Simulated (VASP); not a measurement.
# CdTe (I-4m2) in VASP: single point with HSE06

Aim: the single point of CdTe with HSE06.

Everything below comes from runs of VASP 6.6.1. Logs are shortened: lines on timing, memory, paths and dates and some standing lists are left out, and cuts for length are marked.

### 1 The cell of the first run

It takes space group I-4m2 (No. 119, tetragonal). The conventional cell has a = 4.770 Å, b = 4.770 Å, c = 6.560 Å, α = 90.00°, β = 90.00°, γ = 90.00°. Cd (site symmetry -4m2) has 4 Te at 2.89 Å within 3.8 Å. Te (site symmetry -4m2) has 4 Cd at 2.89 Å within 3.8 Å.

### 2 Single point, HSE06 (biaxial xy strain +2.8%)

POSCAR reads:

```
CdTe
1.0
    0.0000000000      3.3727778470      3.2799551172
    3.3727778470      0.0000000000      3.2799551172
    3.3727778470      3.3727778470      0.0000000000
Cd Te
1 1
Direct
    0.0000000000      0.0000000000      0.0000000000
    0.2500000000      0.2500000000      0.2500000000
```

INCAR.step1 reads:

```
PREC = Accurate
ENCUT = 520
EDIFF = 1E-5
ISMEAR = 0
SIGMA = 0.01
LREAL = False
LASPH = True
NELM = 100
ALGO = Normal
ISIF = 2
LWAVE = True
LCHARG = False
NBANDS = 16
GGA = PE
```

INCAR.step2 reads:

```
PREC = Accurate
ENCUT = 520
EDIFF = 1E-6
ISMEAR = 0
SIGMA = 0.01
LREAL = False
LASPH = True
NELM = 100
ALGO = Normal
ISIF = 2
LWAVE = False
LCHARG = False
GGA = PE
LHFCALC = True
HFSCREEN = 0.2079
PRECFOCK = Normal
NBANDS = 16
ISTART = 1
```

KPOINTS reads:

```
Automatic mesh
0
Gamma
  4 4 4
```

Potentials or basis: VASP PAW PBE potentials, release 64 (Cd, Te).

On the command line:

```bash
$ cat potpaw_PBE.64/Cd/POTCAR potpaw_PBE.64/Te/POTCAR > POTCAR
$ cp INCAR.step1 INCAR
$ mpirun -np 1 vasp_std > vasp.out
$ cp INCAR.step2 INCAR
$ mpirun -np 1 vasp_std > vasp.out
```

OUTCAR:

```text
PREC = Accurate
   ENCUT = 520
   EDIFF = 1E-6
   ISMEAR = 0
   LREAL = False
   LASPH = True
   NELM = 100
   ISIF = 2
   GGA = PE
   LHFCALC = True
   HFSCREEN = 0.2079
   PRECFOCK = Normal
   ISTART = 1

 ion  position               nearest neighbor table
   1  0.000  0.000  0.000-   2 2.89   2 2.89   2 2.89   2 2.89
   2  0.250  0.250  0.250-   1 2.89   1 2.89   1 2.89   1 2.89

  LATTYP: Found a body centered tetragonal cell.
 ALAT       =     4.7698281741
 C/A-ratio  =     1.3752927768

  Lattice vectors:

 A1 = (   0.0000000000,  -3.3727778470,  -3.2799551172)
 A2 = (   0.0000000000,   3.3727778470,  -3.2799551172)
 A3 = (   3.3727778470,   0.0000000000,   3.2799551172)

Analysis of symmetry for initial positions (statically):
=====================================================================
 Subroutine PRICEL returns:
 Original cell was already a primitive cell.

 Routine SETGRP: Setting up the symmetry group for a
 body centered tetragonal supercell.

 Subroutine GETGRP returns: Found  8 space group operations
 (whereof  8 operations were pure point group operations)
 out of a pool of 16 trial point group operations.

The static configuration has the point symmetry D_2d.

Analysis of symmetry for dynamics (positions and initial velocities):
=====================================================================
 Subroutine PRICEL returns:
 Original cell was already a primitive cell.

 Routine SETGRP: Setting up the symmetry group for a
 body centered tetragonal supercell.

 Subroutine GETGRP returns: Found  8 space group operations
 (whereof  8 operations were pure point group operations)
 out of a pool of 16 trial point group operations.

The dynamic configuration has the point symmetry D_2d.

 Subroutine INISYM returns: Found  8 space group operations
 (whereof  8 operations are pure point group operations),
 and found     1 'primitive' translations

----------------------------------------------------------------------------------------

                                     Primitive cell

  volume of cell :      74.6231

  direct lattice vectors                    reciprocal lattice vectors
     0.000000000  3.372777847  3.279955117    -0.148245755  0.148245755  0.152441110
     3.372777847  0.000000000  3.279955117     0.148245755 -0.148245755  0.152441110
     3.372777847  3.372777847  0.000000000     0.148245755  0.148245755 -0.152441110

  length of vectors
     4.704650463  4.704650463  4.769828174     0.259214005  0.259214005  0.259214005

  position of ions in fractional coordinates (direct lattice)
     0.000000000  0.000000000  0.000000000
     0.250000000  0.250000000  0.250000000

  ion indices of the primitive-cell ions
   primitive index   ion index
                 1           1
                 2           2

----------------------------------------------------------------------------------------

 KPOINTS: Automatic mesh

Automatic generation of k-mesh.
 Grid dimensions read from file:
 generate k-points for:    4    4    4

 Generating k-lattice:

  Cartesian coordinates                     Fractional coordinates (reciprocal lattice)
    -0.037061439  0.037061439  0.038110278     0.250000000 -0.000000000  0.000000000
     0.037061439 -0.037061439  0.038110278    -0.000000000  0.250000000  0.000000000
     0.037061439  0.037061439 -0.038110278     0.000000000  0.000000000  0.250000000

  Length of vectors
     0.064803501  0.064803501  0.064803501

  Shift w.r.t. Gamma in fractional coordinates (k-lattice)
     0.000000000  0.000000000  0.000000000

 Subroutine IBZKPT returns following result:
 ===========================================

 Found     13 irreducible k-points:

 Following reciprocal coordinates:
            Coordinates               Weight
  0.000000  0.000000  0.000000      1.000000
  0.250000  0.000000  0.000000      8.000000
  0.500000  0.000000  0.000000      4.000000
  0.250000  0.250000  0.000000      2.000000
  0.500000  0.250000  0.000000      8.000000
 -0.250000  0.250000  0.000000      4.000000
  0.500000  0.500000  0.000000      1.000000
  0.250000  0.000000  0.250000      4.000000
  0.500000  0.000000  0.250000     16.000000
 -0.250000  0.000000  0.250000      8.000000
 -0.250000  0.500000  0.250000      4.000000
  0.500000  0.000000  0.500000      2.000000
 -0.250000  0.250000  0.500000      2.000000
   k-points           NKPTS =     13   k-points in BZ     NKDIM =     64   number of bands    NBANDS=     16
   number of dos      NEDOS =    301   number of ions     NIONS =      2
   total plane-waves  NPLWV =  46656
   dimension x,y,z NGX =    36 NGY =   36 NGZ =   36
   dimension x,y,z NGXF=    72 NGYF=   72 NGZF=   72
   ions per type =               1   1
   NGX,Y,Z   is equivalent  to a cutoff of  12.72, 12.72, 12.55 a.u.
   NGXF,Y,Z  is equivalent  to a cutoff of  25.44, 25.44, 25.09 a.u.
 SYSTEM =  unknown system
   PREC   = accura    normal or accurate (medium, high low for compatibility)
   ISTART =      1    job   : 0-new  1-cont  2-samecut
   ICHARG =      0    charge: 1-file 2-atom 10-const
   ISPIN  =      1    spin polarized calculation?
   LNONCOLLINEAR =      F non collinear calculations
   LSORBIT =      F    spin-orbit coupling
   LASPH  =      T    aspherical Exc in radial PAW
   ENCUT  =  520.0 eV  38.22 Ry    6.18 a.u.   8.75  8.75  8.87*2*pi/ulx,y,z
   NELM   =    100;   NELMIN=  2; NELMDL=  0     # of ELM steps
   EDIFF  = 0.1E-05   stopping-criterion for ELM
   LREAL  =      F    real-space projection
   EDIFFG = 0.1E-04   stopping-criterion for IOM
   NSW    =      0    number of steps for IOM
   IBRION =     -1    ionic relax: 0-MD 1-quasi-New 2-CG
   NFREE  =      0    steps in history (QN), initial steepest desc. (CG)
   ISIF   =      2    stress and relaxation
   ISYM   =      3    0-nonsym 1-usesym 2-fastsym
   POTIM  = 0.5000    time-step for ionic-motion
   TEBEG  =    0.0;   TEEND  =   0.0 temperature during run
   PSTRESS=    0.0 pullay stress
   NELECT =      18.0000    total number of electrons
   NUPDOWN=      -1.0000    fix difference up-down
   EMIN   =  10.00;   EMAX   =-10.00  energy-range for DOS
   EFERMI =   0.00;   METHOD = LEGACY
   ISMEAR =     0;   SIGMA  =   0.01  broadening in eV -4-tet -1-fermi 0-gaus
   EFERMI_NEDOS =   21; number of points for ismear=-14 and -15
   IALGO  =     38    algorithm
   IMIX   =      1    mixing-type and parameters
     AMIX     =   0.40;   BMIX     =  1.00
     AMIX_MAG =   1.60;   BMIX_MAG =  1.00
  volume/ion in A,a.u.               =      37.31       251.79
  Fermi-wavevector in a.u.,A,eV,Ry     =   1.019079  1.925780 14.129951  1.038522
  Thomas-Fermi vector in A             =   2.152573
   LORBIT       =      0    0 simple, 1 ext, 2 COOP (PROOUT), +10 PAW based schemes
   GGA     = PE    functional components
   LHFCALC =     T    Hartree Fock is set to
   PRECFOCK=normal    Normal, Fast or Accurate (Low or Medium for compatibility)
   ENCUT4O =  -1.0   cutoff for four orbital integrals eV
   NKREDX  =     1    reduce k-point grid by
   NKREDY  =     1    reduce k-point grid by
   NKREDZ  =     1    reduce k-point grid by
   AEXX    =    0.2500 exact exchange contribution
   HFSCREEN=    0.2079 screening length (either q_TF or 0.3 A-1)
   HFSCREENC=   0.2079 screening length for correlation (either q_TF or 0.3 A-1)
   ENCUTFOCK=  -1.0 apply spherical cutoff to Coloumb kernel
   IVDW    =     0    specifies the selected vdW correction
   LEPSILON=     F    determine dielectric tensor
   LRPA    =     F    only Hartree local field effects (RPA)
 non-spin polarized calculation
 Gauss-broadening in eV      SIGMA  =   0.01
  energy-cutoff  :      520.00
  volume of cell :       74.62
 maximum number of plane-waves:      2036
 NGX is ok and might be reduce to    36
  NGX = 28; NGY = 28; NGZ = 28

 number of electron      17.9999996 magnetization

 Free energy of the ion-electron system (eV)
  ---------------------------------------------------
  ext. energy  EPLUGINS =         0.00000000
  ---------------------------------------------------
  free energy    TOTEN  =        -5.97156060 eV

  energy without entropy =       -5.97156060  energy(sigma->0) =       -5.97156060

 E-fermi :   1.1677     XC(G=0):  -6.8441

 val. band max:        1.1238888118   @ k =   0.0000   0.0000   0.0000
 cond. band min:       2.3262281014   @ k =   0.0000   0.0000   0.0000
 fundamental gap:      1.2023392896
 Fermi energy:         1.1676584140

 k-point     1 :       0.0000    0.0000    0.0000
  band No.  band energies     occupation
      1     -10.5433      2.00000
      2      -8.2950      2.00000
      3      -8.2950      2.00000
      4      -8.2890      2.00000
      5      -8.0931      2.00000
      6      -8.0928      2.00000
[... 8 lines left out ...]
     15      11.0264      0.00000
     16      11.3825      0.00000

 k-point     2 :       0.2500    0.0000    0.0000
  band No.  band energies     occupation
      1     -10.3865      2.00000
      2      -8.2689      2.00000
      3      -8.2646      2.00000
      4      -8.0990      2.00000
      5      -8.0916      2.00000
      6      -8.0777      2.00000
[... 8 lines left out ...]
     15      10.3037      0.00000
     16      10.4759      0.00000

 k-point     3 :       0.5000    0.0000    0.0000
  band No.  band energies     occupation
      1     -10.2450      2.00000
      2      -8.2483      2.00000
      3      -8.2429      2.00000
      4      -8.0910      2.00000
      5      -8.0841      2.00000
      6      -7.7174      2.00000
[... 8 lines left out ...]
     15      12.1149      0.00000
     16      12.3054      0.00000
[... 153 lines left out ...]
 k-point    12 :       0.5000    0.0000    0.5000
  band No.  band energies     occupation
      1     -10.1629      2.00000
      2      -8.1813      2.00000
      3      -8.1704      2.00000
      4      -8.1530      2.00000
      5      -8.0729      2.00000
      6      -7.5793      2.00000
[... 8 lines left out ...]
     15      12.6908      0.00000
     16      13.2907      0.00000

 k-point    13 :      -0.2500    0.2500    0.5000
  band No.  band energies     occupation
      1     -10.1651      2.00000
      2      -8.2009      2.00000
      3      -8.1982      2.00000
      4      -8.1120      2.00000
      5      -8.0922      2.00000
      6      -7.5201      2.00000
[... 8 lines left out ...]
     15      12.6895      0.00000
     16      13.0080      0.00000

------------------------ aborting loop because EDIFF is reached ----------------------------------------

  FORCE on cell =-STRESS in cart. coord.  units (eV):
  Direction    XX          YY          ZZ          XY          YZ          ZX
  --------------------------------------------------------------------------------------
  -------------------------------------------------------------------------------------
  Total       -0.9133283     -0.9133283     -0.6676173      0.0000000      0.0000000      0.0000000
  in kB      -19.6093919    -19.6093919    -14.3339133      0.0000000      0.0000000      0.0000000
  external PRESSURE =     -17.8508991 kB  Pullay stress =       0.0000000 kB

 VOLUME and BASIS-vectors are now :
 -----------------------------------------------------------------------------
  energy-cutoff  :      520.00
  volume of cell :       74.62
      direct lattice vectors                 reciprocal lattice vectors
     0.000000000  3.372777847  3.279955117    -0.148245755  0.148245755  0.152441110
     3.372777847  0.000000000  3.279955117     0.148245755 -0.148245755  0.152441110
     3.372777847  3.372777847  0.000000000     0.148245755  0.148245755 -0.152441110

 POSITION                                       TOTAL-FORCE (eV/Angst)
 -----------------------------------------------------------------------------------
      0.00000      0.00000      0.00000         0.000000      0.000000      0.000000
      1.68639      1.68639      1.63998        -0.000000     -0.000000     -0.000000
 -----------------------------------------------------------------------------------
    total drift:                               -0.000006     -0.000005     -0.000006

  FREE ENERGIE OF THE ION-ELECTRON SYSTEM (eV)
  ---------------------------------------------------
  free  energy   TOTEN  =        -5.9715606012 eV

  energy  without entropy=       -5.9715606012  energy(sigma->0) =       -5.97156060
```

Run time: 9.7 min. Hardware: 1 thread of Intel Xeon 6975P-C (Granite Rapids), shared host; peak memory 0.33 GiB.

What came out:

```
Free energy            : -5.9716 eV
Pressure               : -1.8 GPa
Band gap on the k mesh : 1.20 eV
```

Levels at points of the mesh, in eV from the valence-band top:
| k point | band 5 | band 6 | band 7 | band 8 | band 9 | band 10 | band 11 | band 12 | band 13 | band 14 |
| --- | --- | --- | --- | --- | --- | --- | --- | --- | --- | --- |
| (0.00, 0.00, 0.00) | -9.22 | -9.22 | -0.08 | -0.08 | 0.00 | 1.20 | 5.45 | 5.46 | 5.46 | 8.26 |
| (0.50, 0.00, 0.00) | -9.21 | -8.84 | -4.26 | -0.81 | -0.69 | 2.44 | 5.93 | 6.10 | 7.80 | 9.31 |
| (0.50, 0.50, 0.00) | -9.19 | -8.66 | -4.11 | -1.82 | -1.82 | 3.26 | 3.34 | 9.51 | 9.80 | 9.80 |
| (0.50, 0.00, 0.50) | -9.20 | -8.70 | -4.24 | -1.72 | -1.68 | 3.43 | 3.47 | 9.31 | 9.69 | 9.89 |

Caveat: the cell differs from its parent crystal (biaxial xy strain +2.8%); the PAW data sets were made with another functional, which shifts forces and pressure a little; spin-orbit coupling is left out, which moves the levels of the heavy elements.
